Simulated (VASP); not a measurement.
Wanted: the native input for a VASP 6.6.1 run.

```
Task                   : single point
Functional             : PBE
Dispersion             : D3(BJ)
Potentials or basis    : VASP PAW PBE potentials, release 64 (Mo_sv, S)
Cutoff                 : 520 eV
k mesh                 : 12 × 12 × 4
Occupations            : gaussian, width 0.05 eV
Spin                   : no spin polarisation
Dipole correction      : no
Further INCAR settings : ALGO = Normal; EDIFF = 1e-07; NBANDS = 35
```

The structure of MoS2 lies in POSCAR:

```
MoS2
1.0
    3.0548705918      0.0000000000      0.0000000000
   -1.5274352959      2.6455955378      0.0000000000
    0.0000000000      0.0000000000     12.2721151923
Mo S
2 4
Direct
    0.3333333333      0.6666666667      0.2500000000
    0.6666666667      0.3333333333      0.7500000000
    0.3333333333      0.6666666667      0.6204905688
    0.6666666667      0.3333333333      0.1204905688
    0.3333333333      0.6666666667      0.8795094312
    0.6666666667      0.3333333333      0.3795094312
```

This cell differs from its parent crystal: strain -0.030 along x and y, +0.015 along z.

These files were run (other wordings do the same):

INCAR

```
PREC = Accurate ; ENCUT = 520
EDIFF = 1E-7 ; ISMEAR = 0
SIGMA = 0.05 ; LREAL = F
LASPH = T ; NELM = 100
ALGO = Normal ; ISIF = 2
LWAVE = F ; LCHARG = F
GGA = PE ; IVDW = 12
NBANDS = 35
```

KPOINTS

```
regular mesh
0
Gamma
  12 12 4
```

Potentials or basis: VASP PAW PBE potentials, release 64 (Mo_sv, S).

Run with:

```bash
$ cat potpaw_PBE.64/Mo_sv/POTCAR potpaw_PBE.64/S/POTCAR > POTCAR
$ mpirun -np 1 vasp_std > vasp.out
```

Results of the run:

The pressure is 7.2 GPa, the largest force is 0.203 eV/Å and the band gap on the k mesh is 0.94 eV (least direct gap 2.06 eV). The dispersion energy per atom is -0.459 eV.

Caveat: the cell differs from its parent crystal (strain -0.030 along x and y, +0.015 along z); the cell stands under pressure.

Run time: 4.9 min on 1 thread of Intel Xeon 8259CL, with other jobs on the host, peak memory 0.33 GiB.
